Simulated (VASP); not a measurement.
The system is C.

```
CELL_PARAMETERS angstrom
-1.23094 1.23094 1.87269
1.23094 -1.23094 1.87269
1.23094 1.23094 -1.87269
ATOMIC_POSITIONS crystal
C 0.00000 0.00000 0.00000
```

- Program: VASP 6.6.1
- Task: relaxation of cell and atoms
- Functional: PBEsol
- Potentials or basis: VASP PAW PBE potentials, release 64 (C)
- Cutoff: 600 eV
- k mesh: 10 × 10 × 10
- Occupations: gaussian, width 0.1 eV
- Spin: no spin polarisation

At the start: pressure -34.4 GPa; volume 11.35 Å³/atom.

**Question.** Where does the relaxation end?

**Answer.** Over 27 steps the energy falls by 2566.9 meV/atom and the volume is 7.26 Å³/atom (-36.1 %); space group I4/mmm (No. 139, to 0.05 Å).

Step by step:
| step | energy change (eV) | largest force (eV/Å) | pressure (GPa) | volume (Å³) |
| --- | --- | --- | --- | --- |
| 1 | 0.0000 | 0.0000 | -34.35 | 11.35 |
| 2 | -0.6695 | 0.0000 | -17.95 | 7.80 |
| 3 | -0.7321 | 0.0000 | -3.27 | 6.98 |
| 4 | -0.7342 | 0.0000 | 2.07 | 6.78 |
| 5 | -0.7341 | 0.0000 | -0.09 | 6.86 |
| 6 | -0.8223 | 0.0000 | -1.41 | 6.69 |
| 7 | -1.6538 | 0.0000 | -9.74 | 6.04 |
| 8 | -0.6160 | 0.0000 | 340.15 | 4.37 |
| 9 | -1.9559 | 0.0000 | 22.21 | 5.63 |
| 10 | -1.9758 | 0.0000 | 41.69 | 5.45 |
| 11 | -1.8608 | 0.0000 | 136.57 | 4.93 |
| 12 | -1.9847 | 0.0000 | 66.65 | 5.27 |
| 13 | -1.9668 | 0.0000 | 95.58 | 5.10 |
| 14 | -1.9747 | 0.0000 | 98.20 | 5.10 |
| 15 | -1.9872 | 0.0000 | 106.77 | 5.10 |
| 16 | -1.9850 | 0.0000 | 125.31 | 5.09 |
| 17 | -1.9942 | 0.0000 | 114.61 | 5.10 |
| 18 | -2.0186 | 0.0000 | 111.37 | 5.13 |
| 19 | -2.0874 | 0.0000 | 101.97 | 5.23 |
| 20 | -2.2022 | 0.0000 | 85.18 | 5.43 |
| 21 | -2.3665 | 0.0000 | 58.60 | 5.85 |
| 22 | -2.5367 | 0.0000 | 21.50 | 6.72 |
| 23 | -2.4371 | 0.0000 | -22.26 | 8.62 |
| 24 | -2.5620 | 0.0000 | 4.72 | 7.28 |
| 25 | -2.5620 | 0.0000 | 5.94 | 7.23 |
| 26 | -2.5650 | 0.0000 | 3.52 | 7.24 |
| 27 | -2.5669 | 0.0000 | -0.35 | 7.26 |

Final structure:
```
C
1.0
    -0.80373    0.80373    2.80802
     0.80373   -0.80373    2.80802
     0.80373    0.80373   -2.80802
C
1
Direct
  0.00000 0.00000 0.00000
```

Caveat: the k points lie up to 0.55 Å⁻¹ apart in the final cell; the volume moved by over 15 % at a fixed basis, so the end points are rough; the PAW data sets were made with another functional, which shifts forces and pressure a little.
